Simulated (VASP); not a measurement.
Here is a VASP 6.6.1 calculation.

INCAR

```
SYSTEM = CuGe16
PREC = Accurate
ENCUT = 520
EDIFF = 1E-6
ISMEAR = -1
SIGMA = 0.05
LREAL = Auto
LASPH = .True.
NELM = 100
ALGO = Normal
ISIF = 2
LWAVE = .False.
LCHARG = .False.
GGA = PE
NBANDS = 132
```

KPOINTS

```
regular mesh
0
Gamma
  2 2 2
  0 0 0
```

File POSCAR:

```
CuGe16
1.0
    0.0000000000      5.6600000000      5.6600000000
    5.6600000000      0.0000000000      5.6600000000
    5.6600000000      5.6600000000      0.0000000000
Ge Cu
16 1
Direct
    0.0760424028     -0.0362897527     -0.0306890459
    0.1325530035      0.1241254417      0.1536307420
   -0.0629858657      0.0509010601      0.5082155477
    0.0361660777      0.1992932862      0.6158303887
   -0.0338250883      0.4970936396      0.0050795053
   -0.0462367491      0.6603180212      0.2103533569
   -0.1483480565      0.5365636042      0.6473763251
    0.0773939929      0.6964929329      0.6397261484
    0.5134805654      0.0914487633      0.0484098940
    0.7144346290      0.1700000000      0.1837632509
    0.4212190813      0.0181448763      0.5514134276
    0.5330212014      0.2121908127      0.6332332155
    0.2961130742      0.3904240283      0.1616607774
    0.5732950530      0.5501678445      0.0727473498
    0.4617491166      0.5985865724      0.4467137809
    0.4484275618      0.6172261484      0.7701590106
    0.4369257951      0.9122438163      0.9430035336
```

Potentials or basis: VASP PAW PBE potentials, release 64 (Ge_d, Cu).

The run is started by

```sh
$ cat potpaw_PBE.64/Ge_d/POTCAR potpaw_PBE.64/Cu/POTCAR > POTCAR
$ mpirun -np 1 vasp_std > vasp.out
```

Task: What does it give for the largest force?

Result: 2.086 eV/Å.

Task: Predict the pressure.

Result: 3.2 GPa.

Task: Predict the band gap on the k mesh.

Result: Zero (an odd number of electrons rules out a gap without spin polarisation).

Stress tensor (GPa, compression positive):
```
 4.39 -0.72  1.35
-0.72  3.27 -0.15
 1.35 -0.15  1.80
```

Caveat: the k points lie up to 0.48 Å⁻¹ apart, too coarse for converged energies and pressures of a metal; the atoms stand as in a frame of molecular dynamics.
